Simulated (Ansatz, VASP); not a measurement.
**TaN: VASP beside Ansatz**

```
Ta N
1.0
     0.00000    2.18741    2.18741
     2.18741    0.00000    2.18741
     2.18741    2.18741    0.00000
Ta N
1 1
Direct
  0.00000 0.00000 0.00000
  0.50000 0.50000 0.50000
```

Alike in both runs: functional PBEsol; k mesh 16 × 16 × 16; occupations gaussian, width 0.1 eV; no spin polarisation.

Ansatz relaxed the structure, and its values are those at the end. VASP's run is a single point on that final structure, the one shown.

|  | VASP | Ansatz |
| --- | --- | --- |
| version | VASP 6.6.1 | Ansatz 0.2.0 |
| potentials or method | VASP PAW PBE potentials, release 64 (Ta_pv, N), cutoff 600 eV | scalar-relativistic, plane waves, PAW |
| valence electrons in the cell | 16 | 18 |

```csv
,VASP,Ansatz,Ansatz less VASP
gap on the k mesh at the Fermi level (eV),none,none,-
pressure (GPa),1.1,0.0,-1.13
```

VASP's potentials were made for PBE, not for PBEsol, and Ansatz warns of the same on its side. A gap of «none» marks a metal or a gap that the smearing closes. VASP's potentials hold 16 valence electrons a cell and Ansatz's 18, so a difference there can come from the potentials and not from the codes.

Neither program's run includes spin-orbit coupling.
